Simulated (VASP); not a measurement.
# KI (Fm-3m) in VASP: further runs

Runs on KI. Level: PBEsol. Tasks: single point.

Program: VASP 6.6.1. These are calculated values, not measurements. Logs are shortened: lines on timing, memory, paths and dates and some standing lists are left out, and cuts for length are marked.

## Step 1: The cell of the first run

It takes space group Fm-3m (No. 225, cubic). Conventional cell: a = 7.006 Å, b = 7.006 Å, c = 7.006 Å, α = 90.00°, β = 90.00°, γ = 90.00°. K (site symmetry m-3m) has 6 I at 3.50 Å within 4.6 Å. I (site symmetry m-3m) has 6 K at 3.50 Å within 4.6 Å.

## Step 2: Single point, PBEsol

Input file INCAR:

```
SYSTEM = KI
  ALGO = Normal
  EDIFF = 1E-6
  ENCUT = 500
  GGA = PS
  GGA_COMPAT = .FALSE.
  ISIF = 2
  ISMEAR = -1
  LASPH = .TRUE.
  LCHARG = .FALSE.
  LREAL = .FALSE.
  LWAVE = .FALSE.
  NBANDS = 15
  NELM = 120
  PREC = Accurate
  SIGMA = 0.02
```

Input file KPOINTS:

```
k-points
0
G
  7 7 7
  0 0 0
```

Input file POSCAR:

```
KI
1.0
    0.0000000000      3.5028590609      3.5028590609
    3.5028590609      0.0000000000      3.5028590609
    3.5028590609      3.5028590609      0.0000000000
K I
1 1
Direct
    0.0000000000      0.0000000000      0.0000000000
    0.5000000000      0.5000000000      0.5000000000
```

Potentials or basis: VASP PAW PBE potentials, release 64 (K_sv, I).

Started as:

```bash
> cat potpaw_PBE.64/K_sv/POTCAR potpaw_PBE.64/I/POTCAR > POTCAR
> mpirun -np 1 vasp_std > vasp.out
```

OUTCAR:

```text
SYSTEM = KI
   EDIFF = 1E-6
   ENCUT = 500
   GGA = PS
   ISIF = 2
   ISMEAR = -1
   LASPH = .TRUE.
   LREAL = .FALSE.
   NELM = 120
   PREC = Accurate

 ion  position               nearest neighbor table
   1  0.000  0.000  0.000-   2 3.50   2 3.50   2 3.50   2 3.50   2 3.50   2 3.50
   2  0.500  0.500  0.500-   1 3.50   1 3.50   1 3.50   1 3.50   1 3.50   1 3.50

  LATTYP: Found a face centered cubic cell.
 ALAT       =     7.0057181218

  Lattice vectors:

 A1 = (   0.0000000000,   3.5028590609,   3.5028590609)
 A2 = (   3.5028590609,   0.0000000000,   3.5028590609)
 A3 = (   3.5028590609,   3.5028590609,   0.0000000000)

Analysis of symmetry for initial positions (statically):
=====================================================================
 Subroutine PRICEL returns:
 Original cell was already a primitive cell.

 Routine SETGRP: Setting up the symmetry group for a
 face centered cubic supercell.

 Subroutine GETGRP returns: Found 48 space group operations
 (whereof 48 operations were pure point group operations)
 out of a pool of 48 trial point group operations.

The static configuration has the point symmetry O_h .

Analysis of symmetry for dynamics (positions and initial velocities):
=====================================================================
 Subroutine PRICEL returns:
 Original cell was already a primitive cell.

 Routine SETGRP: Setting up the symmetry group for a
 face centered cubic supercell.

 Subroutine GETGRP returns: Found 48 space group operations
 (whereof 48 operations were pure point group operations)
 out of a pool of 48 trial point group operations.

The dynamic configuration has the point symmetry O_h .

 Subroutine INISYM returns: Found 48 space group operations
 (whereof 48 operations are pure point group operations),
 and found     1 'primitive' translations

----------------------------------------------------------------------------------------

                                     Primitive cell

  volume of cell :      85.9603

  direct lattice vectors                    reciprocal lattice vectors
     0.000000000  3.502859061  3.502859061    -0.142740542  0.142740542  0.142740542
     3.502859061  0.000000000  3.502859061     0.142740542 -0.142740542  0.142740542
     3.502859061  3.502859061  0.000000000     0.142740542  0.142740542 -0.142740542

  length of vectors
     4.953790791  4.953790791  4.953790791     0.247233871  0.247233871  0.247233871

  position of ions in fractional coordinates (direct lattice)
     0.000000000  0.000000000  0.000000000
     0.500000000  0.500000000  0.500000000

  ion indices of the primitive-cell ions
   primitive index   ion index
                 1           1
                 2           2

----------------------------------------------------------------------------------------

 KPOINTS: k-points

Automatic generation of k-mesh.
 Grid dimensions read from file:
 generate k-points for:    7    7    7

 Generating k-lattice:

  Cartesian coordinates                     Fractional coordinates (reciprocal lattice)
    -0.020391506  0.020391506  0.020391506     0.142857143  0.000000000  0.000000000
     0.020391506 -0.020391506  0.020391506     0.000000000  0.142857143  0.000000000
     0.020391506  0.020391506 -0.020391506     0.000000000  0.000000000  0.142857143

  Length of vectors
     0.035319124  0.035319124  0.035319124

  Shift w.r.t. Gamma in fractional coordinates (k-lattice)
     0.000000000  0.000000000  0.000000000

 Subroutine IBZKPT returns following result:
 ===========================================

 Found     20 irreducible k-points:

 Following reciprocal coordinates:
            Coordinates               Weight
  0.000000  0.000000  0.000000      1.000000
  0.142857  0.000000  0.000000      8.000000
  0.285714  0.000000  0.000000      8.000000
  0.428571  0.000000  0.000000      8.000000
  0.142857  0.142857  0.000000      6.000000
  0.285714  0.142857  0.000000     24.000000
[... 12 lines left out ...]
 -0.428571  0.428571  0.142857     24.000000
 -0.285714  0.428571  0.142857     24.000000
   k-points           NKPTS =     20   k-points in BZ     NKDIM =     20   number of bands    NBANDS=     15
   number of dos      NEDOS =    301   number of ions     NIONS =      2
   total plane-waves  NPLWV =  46656
   dimension x,y,z NGX =    36 NGY =   36 NGZ =   36
   dimension x,y,z NGXF=    72 NGYF=   72 NGZF=   72
   ions per type =               1   1
   NGX,Y,Z   is equivalent  to a cutoff of  12.08, 12.08, 12.08 a.u.
   NGXF,Y,Z  is equivalent  to a cutoff of  24.16, 24.16, 24.16 a.u.
 SYSTEM =  KI
   PREC   = accura    normal or accurate (medium, high low for compatibility)
   ISTART =      0    job   : 0-new  1-cont  2-samecut
   ICHARG =      2    charge: 1-file 2-atom 10-const
   ISPIN  =      1    spin polarized calculation?
   LNONCOLLINEAR =      F non collinear calculations
   LSORBIT =      F    spin-orbit coupling
   LASPH  =      T    aspherical Exc in radial PAW
   ENCUT  =  500.0 eV  36.75 Ry    6.06 a.u.   9.03  9.03  9.03*2*pi/ulx,y,z
   NELM   =    120;   NELMIN=  2; NELMDL= -5     # of ELM steps
   EDIFF  = 0.1E-05   stopping-criterion for ELM
   LREAL  =      F    real-space projection
   EDIFFG = 0.1E-04   stopping-criterion for IOM
   NSW    =      0    number of steps for IOM
   IBRION =     -1    ionic relax: 0-MD 1-quasi-New 2-CG
   NFREE  =      0    steps in history (QN), initial steepest desc. (CG)
   ISIF   =      2    stress and relaxation
   ISYM   =      2    0-nonsym 1-usesym 2-fastsym
   POTIM  = 0.5000    time-step for ionic-motion
   TEBEG  =    0.0;   TEEND  =   0.0 temperature during run
   PSTRESS=    0.0 pullay stress
   NELECT =      16.0000    total number of electrons
   NUPDOWN=      -1.0000    fix difference up-down
   EMIN   =  10.00;   EMAX   =-10.00  energy-range for DOS
   EFERMI =   0.00;   METHOD = LEGACY
   ISMEAR =    -1;   SIGMA  =   0.02  broadening in eV -4-tet -1-fermi 0-gaus
   EFERMI_NEDOS =   21; number of points for ismear=-14 and -15
   IALGO  =     38    algorithm
   IMIX   =      4    mixing-type and parameters
     AMIX     =   0.40;   BMIX     =  1.00
     AMIX_MAG =   1.60;   BMIX_MAG =  1.00
  volume/ion in A,a.u.               =      42.98       290.04
  Fermi-wavevector in a.u.,A,eV,Ry     =   0.934721  1.766367 11.887465  0.873704
  Thomas-Fermi vector in A             =   2.061555
   LORBIT       =      0    0 simple, 1 ext, 2 COOP (PROOUT), +10 PAW based schemes
   GGA     = PS    functional components
   LHFCALC =     F    Hartree Fock is set to
   AEXX    =    0.0000 exact exchange contribution
   IVDW    =     0    specifies the selected vdW correction
   LEPSILON=     F    determine dielectric tensor
   LRPA    =     F    only Hartree local field effects (RPA)
 non-spin polarized calculation
  energy-cutoff  :      500.00
  volume of cell :       85.96
 maximum number of plane-waves:      2197
   NGX = 19   NGY = 19   NGZ = 19

 number of electron      15.9999997 magnetization

 Free energy of the ion-electron system (eV)
  ---------------------------------------------------
  ext. energy  EPLUGINS =         0.00000000
  ---------------------------------------------------
  free energy    TOTEN  =        -5.81594960 eV

  energy without entropy =       -5.81594960  energy(sigma->0) =       -5.81594960

 E-fermi :   0.1356     XC(G=0):  -7.4470

 val. band max:       -0.3756598480   @ k =   0.0000   0.0000   0.0000
 cond. band min:       3.4919184342   @ k =   0.0000   0.0000   0.0000
 fundamental gap:      3.8675782822
 Fermi energy:         0.1355845313

 k-point     1 :       0.0000    0.0000    0.0000
  band No.  band energies     occupation
      1     -28.6584      2.00000
      2     -12.2144      2.00000
      3     -12.2144      2.00000
      4     -12.2144      2.00000
      5     -10.9527      2.00000
      6      -0.3757      2.00000
      7      -0.3757      2.00000
      8      -0.3757      2.00000
      9       3.4919      0.00000
     10       6.0379      0.00000
     11       6.0379      0.00000
     12       6.0379      0.00000
     13       6.7966      0.00000
     14       6.7966      0.00000
     15       9.2512      0.00000

 k-point     2 :       0.1429    0.0000    0.0000
  band No.  band energies     occupation
      1     -28.6580      2.00000
      2     -12.2558      2.00000
      3     -12.2149      2.00000
      4     -12.2149      2.00000
      5     -10.8853      2.00000
      6      -0.7265      2.00000
      7      -0.4505      2.00000
      8      -0.4505      2.00000
      9       3.9946      0.00000
     10       5.9487      0.00000
     11       6.2624      0.00000
     12       6.2624      0.00000
     13       7.0412      0.00000
     14       7.0412      0.00000
     15       9.9632      0.00000

 k-point     3 :       0.2857    0.0000    0.0000
  band No.  band energies     occupation
      1     -28.6569      2.00000
      2     -12.3372      2.00000
      3     -12.2160      2.00000
      4     -12.2160      2.00000
      5     -10.7438      2.00000
      6      -1.3377      2.00000
      7      -0.6076      2.00000
      8      -0.6076      2.00000
      9       4.7472      0.00000
     10       6.2999      0.00000
     11       6.8319      0.00000
     12       6.8319      0.00000
     13       7.7256      0.00000
     14       7.7256      0.00000
     15       9.6805      0.00000
[... 271 lines left out ...]
 k-point    19 :      -0.4286    0.4286    0.1429
  band No.  band energies     occupation
      1     -28.6553      2.00000
      2     -12.2878      2.00000
      3     -12.2428      2.00000
      4     -12.2406      2.00000
      5     -10.7427      2.00000
      6      -1.3739      2.00000
      7      -0.9091      2.00000
      8      -0.8825      2.00000
      9       5.0198      0.00000
     10       5.9138      0.00000
     11       7.0491      0.00000
     12       7.9992      0.00000
     13       8.2980      0.00000
     14       9.1406      0.00000
     15       9.6449      0.00000

 k-point    20 :      -0.2857    0.4286    0.1429
  band No.  band energies     occupation
      1     -28.6552      2.00000
      2     -12.2964      2.00000
      3     -12.2538      2.00000
      4     -12.2370      2.00000
      5     -10.7148      2.00000
      6      -1.2245      2.00000
      7      -1.1997      2.00000
      8      -0.8910      2.00000
      9       5.6117      0.00000
     10       6.3685      0.00000
     11       6.4188      0.00000
     12       7.8323      0.00000
     13       8.4083      0.00000
     14       8.9625      0.00000
     15       9.8099      0.00000

------------------------ aborting loop because EDIFF is reached ----------------------------------------

  FORCE on cell =-STRESS in cart. coord.  units (eV):
  Direction    XX          YY          ZZ          XY          YZ          ZX
  --------------------------------------------------------------------------------------
  -------------------------------------------------------------------------------------
  Total        0.0268694      0.0268694      0.0268694     -0.0000000     -0.0000000      0.0000000
  in kB        0.5008068      0.5008068      0.5008068     -0.0000000     -0.0000000      0.0000000
  external PRESSURE =       0.5008068 kB  Pullay stress =       0.0000000 kB

 VOLUME and BASIS-vectors are now :
 -----------------------------------------------------------------------------
  energy-cutoff  :      500.00
  volume of cell :       85.96
      direct lattice vectors                 reciprocal lattice vectors
     0.000000000  3.502859061  3.502859061    -0.142740542  0.142740542  0.142740542
     3.502859061  0.000000000  3.502859061     0.142740542 -0.142740542  0.142740542
     3.502859061  3.502859061  0.000000000     0.142740542  0.142740542 -0.142740542

 POSITION                                       TOTAL-FORCE (eV/Angst)
 -----------------------------------------------------------------------------------
      0.00000      0.00000      0.00000        -0.000000      0.000000      0.000000
      3.50286      3.50286      3.50286         0.000000     -0.000000     -0.000000
 -----------------------------------------------------------------------------------
    total drift:                                0.000000      0.000000      0.000000

  FREE ENERGIE OF THE ION-ELECTRON SYSTEM (eV)
  ---------------------------------------------------
  free  energy   TOTEN  =        -5.8159495951 eV

  energy  without entropy=       -5.8159495951  energy(sigma->0) =       -5.81594960
```

Run time: 29 s. Hardware: 1 thread of Intel Xeon 8259CL, shared host; peak memory 0.21 GiB.

Results:

```yaml
Free_energy: -5.8159 eV
Pressure: 0.1 GPa
Band_gap_on_the_k_mesh: 3.87 eV
```

Caveat: the PAW data sets were made with another functional, which shifts forces and pressure a little; spin-orbit coupling is left out, which moves the levels of the heavy elements.

(Part 1 of 2 ends here.)
